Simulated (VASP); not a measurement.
Wanted: the native input for a VASP 6.6.1 run.

```yaml
Task: single point
Functional: PBE
Potentials_or_basis: VASP PAW PBE potentials, release 64 (Zn)
Cutoff: 520 eV
k_mesh: 21 × 21 × 21
Occupations: fermi-dirac, width 0.0612256 eV
Spin: no spin polarisation
Dipole_correction: no
Further_INCAR_settings: ALGO = Normal; EDIFF = 1e-06; NBANDS = 12
```

The structure of Zn lies in POSCAR:

```
Zn
1.0
    2.6486543067      0.0000000000      0.0000000000
    0.0000000000      2.6486543067      0.0000000000
    0.0000000000      0.0000000000      2.6486543067
Zn
1
Direct
    0.0000000000      0.0000000000      0.0000000000
```

The input as run:

INCAR

```
SYSTEM = Zn
PREC = Accurate
ENCUT = 520
EDIFF = 1E-6
ISMEAR = -1
SIGMA = 0.06122561905347299
LREAL = .False.
LASPH = .True.
NELM = 100
ALGO = Normal
ISIF = 2
LWAVE = .False.
LCHARG = .False.
GGA = PE
NBANDS = 12
```

KPOINTS

```
Automatic mesh
0
Gamma
  21 21 21
  0 0 0
```

Potentials or basis: VASP PAW PBE potentials, release 64 (Zn).

Command:

```bash
$ cat potpaw_PBE.64/Zn/POTCAR > POTCAR
$ mpirun -np 1 vasp_std > vasp.out
```

It gave:

```
Pressure               : -0.8 GPa
Band gap on the k mesh : zero (band 6 reaches 6.70 eV, above the bottom of band 7 at -0.57 eV)
```

Wall time 28 s on 1 thread of Intel(R) Xeon(R) Platinum 8375C CPU @ 2.90GHz (Ice Lake), with other jobs on the host, peak memory 0.17 GiB.
